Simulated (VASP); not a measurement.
## Zn: single point with PBEsol

Zn:

```xyz
1
Lattice="0.0000 2.0033 2.0033 2.0033 0.0000 2.0033 2.0033 2.0033 0.0000" Properties=species:S:1:pos:R:3 pbc="T T T"
Zn    0.0000    0.0000    0.0000
```

This cell differs from its parent crystal: volume scaled by 1.06.

```json
{"Program": "VASP 6.6.1", "Task": "single point", "Functional": "PBEsol", "Potentials or basis": "VASP PAW PBE potentials, release 64 (Zn)", "Cutoff": "520 eV", "k mesh": "12 × 12 × 12", "Occupations": "fermi-dirac, width 0.05 eV", "Spin": "no spin polarisation", "Dipole correction": "no", "Further INCAR settings": "ALGO = Normal; EDIFF = 1e-07; NBANDS = 12"}
```

| Item | Value |
| --- | --- |
| Pressure | -7.7 GPa |
| Band gap on the k mesh | zero (band 6 reaches 4.72 eV, above the bottom of band 7 at 1.04 eV) |

Levels at points of the mesh, in eV from the Fermi level:
```tsv
k point	band 4	band 5	band 6	band 7	band 8	band 9
(0.00, 0.00, 0.00)	-7.38	-7.04	-7.04	17.50	17.50	17.50
(0.50, 0.00, 0.00)	-6.78	-6.78	-2.61	-1.41	14.61	14.61
(0.50, 0.50, 0.00)	-6.72	-6.72	-0.80	1.57	8.18	8.18
```

Run time: 41 s on 1 thread of AMD EPYC 7R13 (shared host), peak memory 0.11 GiB.

Caveat: the PAW data sets were made with another functional, which shifts forces and pressure a little.
